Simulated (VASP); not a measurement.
# Ag in VASP: notebook

Ag is run at these levels: PBE; tasks: single point.

Program: VASP 6.6.1. These are calculated values, not measurements. Logs are shortened: lines on timing, memory, paths and dates and some standing lists are left out, and cuts for length are marked.

**1. The cell of the first run**

The cell holds a wire with vacuum, 2 atoms: a = 11.400 Å, b = 9.300 Å, c = 2.799 Å, α = 90.00°, β = 90.00°, γ = 90.00°.

**2. Single point, PBE, collinear spin, ferromagnetic start**

Input file INCAR:

```
SYSTEM = Ag
ALGO = Normal
EDIFF = 1E-6
ENCUT = 520
GGA = PE
ISIF = 2
ISMEAR = 0
ISPIN = 2
LASPH = .True.
LCHARG = .False.
LMAXMIX = 4
LORBIT = 11
LREAL = .False.
LWAVE = .False.
MAGMOM = 0.5 0.5
NBANDS = 22
NELM = 150
PREC = Accurate
SIGMA = 0.05
```

Input file KPOINTS:

```
k-points
0
Gamma
  1 1 23
  0 0 0
```

Input file POSCAR:

```
Ag
1.0
   11.4000000000      0.0000000000      0.0000000000
    0.0000000000      9.3000000000      0.0000000000
    0.0000000000      0.0000000000      2.7992050818
Ag
2
Direct
    0.3957594930      0.5000000000      0.0000000000
    0.6042405070      0.5000000000      0.5000000000
```

Potentials or basis: VASP PAW PBE potentials, release 64 (Ag).

The run is started by

```sh
> cat potpaw_PBE.64/Ag/POTCAR > POTCAR
> mpirun -np 1 vasp_std > vasp.out
```

OUTCAR:

```text
SYSTEM = Ag
   EDIFF = 1E-6
   ENCUT = 520
   GGA = PE
   ISIF = 2
   ISMEAR = 0
   ISPIN = 2
   LASPH = .True.
   LORBIT = 11
   LREAL = .False.
   NELM = 150
   PREC = Accurate

 ion  position               nearest neighbor table
   1  0.396  0.500  0.000-   2 2.76   2 2.76
   2  0.604  0.500  0.500-   1 2.76   1 2.76

  LATTYP: Found a simple orthorhombic cell.
 ALAT       =     2.7992050818
 B/A-ratio  =     3.3223717906
 C/A-ratio  =     4.0725847756

  Lattice vectors:

 A1 = (   0.0000000000,   0.0000000000,  -2.7992050818)
 A2 = (   0.0000000000,   9.3000000000,   0.0000000000)
 A3 = (  11.4000000000,   0.0000000000,   0.0000000000)

Analysis of symmetry for initial positions (statically):
=====================================================================
 Subroutine PRICEL returns:
 Original cell was already a primitive cell.

 Routine SETGRP: Setting up the symmetry group for a
 simple orthorhombic supercell.

 Subroutine GETGRP returns: Found  8 space group operations
 (whereof  4 operations were pure point group operations)
 out of a pool of  8 trial point group operations.

The static configuration has the point symmetry C_2v.
 The point group associated with its full space group is D_2h.

Analysis of symmetry for dynamics (positions and initial velocities):
=====================================================================
 Subroutine PRICEL returns:
 Original cell was already a primitive cell.

 Routine SETGRP: Setting up the symmetry group for a
 simple orthorhombic supercell.

 Subroutine GETGRP returns: Found  8 space group operations
 (whereof  4 operations were pure point group operations)
 out of a pool of  8 trial point group operations.

The dynamic configuration has the point symmetry C_2v.
 The point group associated with its full space group is D_2h.

Analysis of structural, dynamic, and magnetic symmetry:
=====================================================================
 Subroutine PRICEL returns:
 Original cell was already a primitive cell.

 Routine SETGRP: Setting up the symmetry group for a
 simple orthorhombic supercell.

 Subroutine GETGRP returns: Found  8 space group operations
 (whereof  4 operations were pure point group operations)
 out of a pool of  8 trial point group operations.

The overall configuration has the point symmetry C_2v.
 The point group associated with its full space group is D_2h.

 Subroutine INISYM returns: Found  8 space group operations
 (whereof  4 operations are pure point group operations),
 and found     1 'primitive' translations

----------------------------------------------------------------------------------------

                                     Primitive cell

  volume of cell :     296.7717

  direct lattice vectors                    reciprocal lattice vectors
    11.400000000  0.000000000  0.000000000     0.087719298  0.000000000  0.000000000
     0.000000000  9.300000000  0.000000000     0.000000000  0.107526882  0.000000000
     0.000000000  0.000000000  2.799205082     0.000000000  0.000000000  0.357244279

  length of vectors
    11.400000000  9.300000000  2.799205082     0.087719298  0.107526882  0.357244279

  position of ions in fractional coordinates (direct lattice)
     0.395759493  0.500000000  0.000000000
     0.604240507  0.500000000  0.500000000

  ion indices of the primitive-cell ions
   primitive index   ion index
                 1           1
                 2           2

----------------------------------------------------------------------------------------

 KPOINTS: k-points

Automatic generation of k-mesh.
 Grid dimensions read from file:
 generate k-points for:    1    1   23

 Generating k-lattice:

  Cartesian coordinates                     Fractional coordinates (reciprocal lattice)
     0.087719298  0.000000000  0.000000000     1.000000000  0.000000000  0.000000000
     0.000000000  0.107526882  0.000000000     0.000000000  1.000000000  0.000000000
     0.000000000  0.000000000  0.015532360     0.000000000  0.000000000  0.043478261

  Length of vectors
     0.087719298  0.107526882  0.015532360

  Shift w.r.t. Gamma in fractional coordinates (k-lattice)
     0.000000000  0.000000000  0.000000000

 Subroutine IBZKPT returns following result:
 ===========================================

 Found     12 irreducible k-points:

 Following reciprocal coordinates:
            Coordinates               Weight
  0.000000  0.000000  0.000000      1.000000
  0.000000  0.000000  0.043478      2.000000
  0.000000  0.000000  0.086957      2.000000
  0.000000  0.000000  0.130435      2.000000
  0.000000  0.000000  0.173913      2.000000
  0.000000  0.000000  0.217391      2.000000
  0.000000  0.000000  0.260870      2.000000
  0.000000  0.000000  0.304348      2.000000
  0.000000  0.000000  0.347826      2.000000
  0.000000  0.000000  0.391304      2.000000
  0.000000  0.000000  0.434783      2.000000
  0.000000  0.000000  0.478261      2.000000
   k-points           NKPTS =     12   k-points in BZ     NKDIM =     12   number of bands    NBANDS=     22
   number of dos      NEDOS =    301   number of ions     NIONS =      2
   total plane-waves  NPLWV = 151200
   dimension x,y,z NGX =    90 NGY =   70 NGZ =   24
   dimension x,y,z NGXF=   180 NGYF=  140 NGZF=   48
   ions per type =               2
   NGX,Y,Z   is equivalent  to a cutoff of  13.12, 12.51, 14.25 a.u.
   NGXF,Y,Z  is equivalent  to a cutoff of  26.25, 25.03, 28.51 a.u.
 SYSTEM =  Ag
   PREC   = accura    normal or accurate (medium, high low for compatibility)
   ISTART =      0    job   : 0-new  1-cont  2-samecut
   ICHARG =      2    charge: 1-file 2-atom 10-const
   ISPIN  =      2    spin polarized calculation?
   LNONCOLLINEAR =      F non collinear calculations
   LSORBIT =      F    spin-orbit coupling
   LASPH  =      T    aspherical Exc in radial PAW
   ENCUT  =  520.0 eV  38.22 Ry    6.18 a.u.  21.20 17.29  5.20*2*pi/ulx,y,z
   NELM   =    150;   NELMIN=  2; NELMDL= -5     # of ELM steps
   EDIFF  = 0.1E-05   stopping-criterion for ELM
   LREAL  =      F    real-space projection
[... 7 lines left out ...]
   TEBEG  =    0.0;   TEEND  =   0.0 temperature during run
   PSTRESS=    0.0 pullay stress
   NELECT =      22.0000    total number of electrons
   NUPDOWN=      -1.0000    fix difference up-down
   EMIN   =  10.00;   EMAX   =-10.00  energy-range for DOS
   EFERMI =   0.00;   METHOD = LEGACY
   ISMEAR =     0;   SIGMA  =   0.05  broadening in eV -4-tet -1-fermi 0-gaus
   EFERMI_NEDOS =   21; number of points for ismear=-14 and -15
   IALGO  =     38    algorithm
   IMIX   =      4    mixing-type and parameters
     AMIX     =   0.40;   BMIX     =  1.00
     AMIX_MAG =   1.60;   BMIX_MAG =  1.00
  volume/ion in A,a.u.               =     148.39      1001.36
  Fermi-wavevector in a.u.,A,eV,Ry     =   0.687715  1.299592  6.434893  0.472951
  Thomas-Fermi vector in A             =   1.768308
   LORBIT       =     11    0 simple, 1 ext, 2 COOP (PROOUT), +10 PAW based schemes
   GGA     = PE    functional components
   LHFCALC =     F    Hartree Fock is set to
   AEXX    =    0.0000 exact exchange contribution
   IVDW    =     0    specifies the selected vdW correction
   LEPSILON=     F    determine dielectric tensor
   LRPA    =     F    only Hartree local field effects (RPA)
 spin polarized calculation
 Gauss-broadening in eV      SIGMA  =   0.05
  energy-cutoff  :      520.00
  volume of cell :      296.77
 maximum number of plane-waves:      8030
 NGX is ok and might be reduce to    90
   NGX = 43   NGY = 35   NGZ = 11

 number of electron      21.9999999 magnetization       0.0023262

 Free energy of the ion-electron system (eV)
  ---------------------------------------------------
  ext. energy  EPLUGINS =         0.00000000
  ---------------------------------------------------
  free energy    TOTEN  =        -3.46620107 eV

  energy without entropy =       -3.46295629  energy(sigma->0) =       -3.46457868

 E-fermi :  -2.8836     XC(G=0):  -2.7811

 val. band max:       -3.0665998679   @ k =   0.0000   0.0000   0.0870
 cond. band min:      -2.8781719821   @ k =   0.0000   0.0000   0.1304
 fundamental gap:      0.1884278858
 Fermi energy:        -2.8836477668

 spin component 1

 k-point     1 :       0.0000    0.0000    0.0000
  band No.  band energies     occupation
      1      -8.1871      1.00000
      2      -8.0118      1.00000
      3      -7.0198      1.00000
      4      -6.9612      1.00000
      5      -6.4925      1.00000
      6      -6.1722      1.00000
[... 14 lines left out ...]
     21       3.4175      0.00000
     22       4.8279      0.00000

 k-point     2 :       0.0000    0.0000    0.0435
  band No.  band energies     occupation
      1      -8.1491      1.00000
      2      -7.9681      1.00000
      3      -7.0141      1.00000
      4      -6.9586      1.00000
      5      -6.5302      1.00000
      6      -6.1550      1.00000
[... 14 lines left out ...]
     21       3.4497      0.00000
     22       4.8699      0.00000

 k-point     3 :       0.0000    0.0000    0.0870
  band No.  band energies     occupation
      1      -8.0381      1.00000
      2      -7.8422      1.00000
      3      -6.9981      1.00000
      4      -6.9500      1.00000
      5      -6.6233      1.00000
      6      -6.1639      1.00000
[... 14 lines left out ...]
     21       3.5464      0.00000
     22       4.9952      0.00000
[... 176 lines left out ...]
 k-point    11 :       0.0000    0.0000    0.4348
  band No.  band energies     occupation
      1      -7.7329      1.00000
      2      -7.7003      1.00000
      3      -7.1682      1.00000
      4      -7.1412      1.00000
      5      -6.2612      1.00000
      6      -6.1191      1.00000
[... 14 lines left out ...]
     21       6.2439      0.00000
     22       6.2578      0.00000

 k-point    12 :       0.0000    0.0000    0.4783
  band No.  band energies     occupation
      1      -7.7537      1.00000
      2      -7.7426      1.00000
      3      -7.1916      1.00000
      4      -7.1831      1.00000
      5      -6.2032      1.00000
      6      -6.1474      1.00000
[... 14 lines left out ...]
     21       6.4112      0.00000
     22       6.6247      0.00000
 Fermi energy:        -2.8836477668

 spin component 2

 k-point     1 :       0.0000    0.0000    0.0000
  band No.  band energies     occupation
      1      -8.1867      1.00000
      2      -8.0114      1.00000
      3      -7.0195      1.00000
      4      -6.9609      1.00000
      5      -6.4923      1.00000
      6      -6.1719      1.00000
[... 14 lines left out ...]
     21       3.4200      0.00000
     22       4.8264      0.00000

 k-point     2 :       0.0000    0.0000    0.0435
  band No.  band energies     occupation
      1      -8.1487      1.00000
      2      -7.9677      1.00000
      3      -7.0139      1.00000
      4      -6.9583      1.00000
      5      -6.5300      1.00000
      6      -6.1547      1.00000
[... 14 lines left out ...]
     21       3.4522      0.00000
     22       4.8684      0.00000

 k-point     3 :       0.0000    0.0000    0.0870
  band No.  band energies     occupation
      1      -8.0377      1.00000
      2      -7.8418      1.00000
      3      -6.9978      1.00000
      4      -6.9497      1.00000
      5      -6.6231      1.00000
      6      -6.1636      1.00000
[... 14 lines left out ...]
     21       3.5490      0.00000
     22       4.9936      0.00000
[... 176 lines left out ...]
 k-point    11 :       0.0000    0.0000    0.4348
  band No.  band energies     occupation
      1      -7.7326      1.00000
      2      -7.7001      1.00000
      3      -7.1679      1.00000
      4      -7.1410      1.00000
      5      -6.2609      1.00000
      6      -6.1189      1.00000
[... 14 lines left out ...]
     21       6.2447      0.00000
     22       6.2528      0.00000

 k-point    12 :       0.0000    0.0000    0.4783
  band No.  band energies     occupation
      1      -7.7534      1.00000
      2      -7.7423      1.00000
      3      -7.1913      1.00000
      4      -7.1828      1.00000
      5      -6.2030      1.00000
      6      -6.1471      1.00000
[... 14 lines left out ...]
     21       6.4110      0.00000
     22       6.6190      0.00000

------------------------ aborting loop because EDIFF is reached ----------------------------------------

  FORCE on cell =-STRESS in cart. coord.  units (eV):
  Direction    XX          YY          ZZ          XY          YZ          ZX
  --------------------------------------------------------------------------------------
  -------------------------------------------------------------------------------------
  Total        0.1640690     -0.0463605     -1.1803092      0.0000000      0.0000000      0.0000000
  in kB        0.8857570     -0.2502856     -6.3721185      0.0000000      0.0000000      0.0000000
  external PRESSURE =      -1.9122157 kB  Pullay stress =       0.0000000 kB

 VOLUME and BASIS-vectors are now :
 -----------------------------------------------------------------------------
  energy-cutoff  :      520.00
  volume of cell :      296.77
      direct lattice vectors                 reciprocal lattice vectors
    11.400000000  0.000000000  0.000000000     0.087719298  0.000000000  0.000000000
     0.000000000  9.300000000  0.000000000     0.000000000  0.107526882  0.000000000
     0.000000000  0.000000000  2.799205082     0.000000000  0.000000000  0.357244279

 POSITION                                       TOTAL-FORCE (eV/Angst)
 -----------------------------------------------------------------------------------
      4.51166      4.65000      0.00000        -0.062334      0.000000      0.000000
      6.88834      4.65000      1.39960         0.062334      0.000000      0.000000
 -----------------------------------------------------------------------------------
    total drift:                                0.000000      0.000000     -0.000000

  FREE ENERGIE OF THE ION-ELECTRON SYSTEM (eV)
  ---------------------------------------------------
  free  energy   TOTEN  =        -3.4662010660 eV

  energy  without entropy=       -3.4629562901  energy(sigma->0) =       -3.46457868

 total charge

# of ion       s       p       d       tot
------------------------------------------
    1        0.437   0.116   9.238   9.791
    2        0.437   0.116   9.238   9.791
--------------------------------------------------
tot          0.874   0.232  18.475  19.581

 magnetization (x)

# of ion       s       p       d       tot
------------------------------------------
    1        0.000   0.000   0.000   0.000
    2        0.000   0.000   0.000   0.000
--------------------------------------------------
tot          0.001   0.000   0.000   0.001
```

Wall time 2.3 min (1 thread of Intel Xeon 6975P-C, shared host); peak memory 0.55 GiB.

Results:

* Free energy: -3.4662 eV
* Largest force: 0.062 eV/Å
* Band gap on the k mesh: zero (filled and empty bands overlap)
* Net moment: 0.00 μB per cell
* Valence electrons inside the program's atomic spheres: Ag 9.79

Forces in eV/Å, atoms in the order of the input:
```
Ag  -0.062  0.000  0.000
Ag   0.062  0.000  0.000
```

**3. Single point, PBE, collinear spin, ferromagnetic start**

This run uses another cell than the first one, of 225.45 Å³/atom, 1.519 times its volume.

Input file INCAR:

```
PREC = Accurate
ENCUT = 520
EDIFF = 1E-7
ISMEAR = 0
SIGMA = 0.05
LREAL = False
LASPH = True
NELM = 150
ALGO = Normal
ISIF = 2
LWAVE = False
LCHARG = False
ISPIN = 2
MAGMOM = 0.5 0.5
LORBIT = 11
LMAXMIX = 4
GGA = PE
NBANDS = 22
```

Input file KPOINTS:

```
regular mesh
0
Gamma
  1 1 14
```

Input file POSCAR:

```
Ag
1.0
   10.2000000000      0.0000000000      0.0000000000
    0.0000000000      9.3000000000      0.0000000000
    0.0000000000      0.0000000000      4.7533671200
Ag
2
Direct
    0.4417479520      0.5000000000      0.0000000000
    0.5582520480      0.5000000000      0.5000000000
```

Potentials or basis: VASP PAW PBE potentials, release 64 (Ag).

The run is started by

```sh
> cat potpaw_PBE.64/Ag/POTCAR > POTCAR
> mpirun -np 1 vasp_std > vasp.out
```

It took 4.1 min on 1 thread of Intel Xeon 6975P-C, shared host; peak memory 0.66 GiB.

The run converged. Its results:

```yaml
Free_energy: -2.8766 eV
Largest_force: 0.041 eV/Å
Band_gap_on_the_k_mesh: zero (filled and empty bands touch)
Net_moment: 0.00 μB per cell
Valence_electrons_inside_the_program's_atomic_spheres: Ag 9.78
```

Forces in eV/Å, atoms in the order of the input:
```
Ag   0.041  0.000  0.000
Ag  -0.041  0.000  0.000
```

Levels at points of the mesh, in eV from the Fermi level:
Spin up:
```tsv
k point	band 9	band 10	band 11	band 12	band 13	band 14
(0.00, 0.00, 0.00)	-2.61	-2.45	-1.58	1.94	2.72	3.93
(0.00, 0.00, 0.50)	-2.27	-2.27	0.00	0.00	3.88	3.88
```
Spin down:
```csv
k point,band 7,band 8,band 9,band 10,band 11,band 12,band 13,band 14,band 15,band 16
"(0.00, 0.00, 0.00)",-2.91,-2.90,-2.61,-2.45,-1.58,1.94,2.72,3.93,4.82,4.93
"(0.00, 0.00, 0.50)",-2.70,-2.70,-2.27,-2.27,0.00,0.00,3.88,3.88,4.65,4.65
```
